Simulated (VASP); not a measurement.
Wanted: the native input for a VASP 6.6.1 run.

```
Task                   : single point
Functional             : PBEsol
Potentials or basis    : VASP PAW PBE potentials, release 64 (Be, S)
Cutoff                 : 520 eV
k mesh                 : 10 × 10 × 10
Occupations            : gaussian, width 0.05 eV
Spin                   : no spin polarisation
Dipole correction      : no
Further INCAR settings : ALGO = Normal; EDIFF = 1e-06; NBANDS = 11
```

The structure of BeS lies in POSCAR:

```
BeS
1.0
    0.0000000000      2.3236937873      2.4382935858
    2.4382935858      0.0000000000      2.4382935858
    2.4382935858      2.3236937873      0.0000000000
Be S
1 1
Direct
    0.0000000000      0.0000000000      0.0000000000
    0.7500000000      0.7500000000      0.7500000000
```

One way to write it, as run:

INCAR

```
SYSTEM = BeS
PREC     = Accurate       ! precision mode
ENCUT    = 520            ! plane-wave cutoff, eV
EDIFF    = 1E-6           ! SCF threshold, eV
ISMEAR   = 0              ! smearing method
SIGMA    = 0.05           ! smearing width, eV
LREAL    = .FALSE.        ! projectors in reciprocal space
LASPH    = .TRUE.         ! aspherical terms in the spheres
NELM     = 60             ! most SCF steps
ALGO     = Normal         ! electronic algorithm
ISIF     = 2              ! what is computed and relaxed
LWAVE    = .FALSE.        ! write WAVECAR
LCHARG   = .FALSE.        ! write CHGCAR
GGA      = PS             ! functional
NBANDS   = 11             ! bands
```

KPOINTS

```
regular mesh
0
G
  10 10 10
  0 0 0
```

Potentials or basis: VASP PAW PBE potentials, release 64 (Be, S).

Run with:

```bash
$ cat potpaw_PBE.64/Be/POTCAR potpaw_PBE.64/S/POTCAR > POTCAR
$ mpirun -np 1 vasp_std > vasp.out
```

Results of the run:

```
Pressure               : 2.6 GPa
Band gap on the k mesh : 2.45 eV (least direct gap 5.41 eV)
```

Caveat: the PAW data sets were made with another functional, which shifts forces and pressure a little.

Run time: 16 s on 1 thread of Intel(R) Xeon(R) Platinum 8559C (Emerald Rapids) (shared host), peak memory 0.16 GiB.
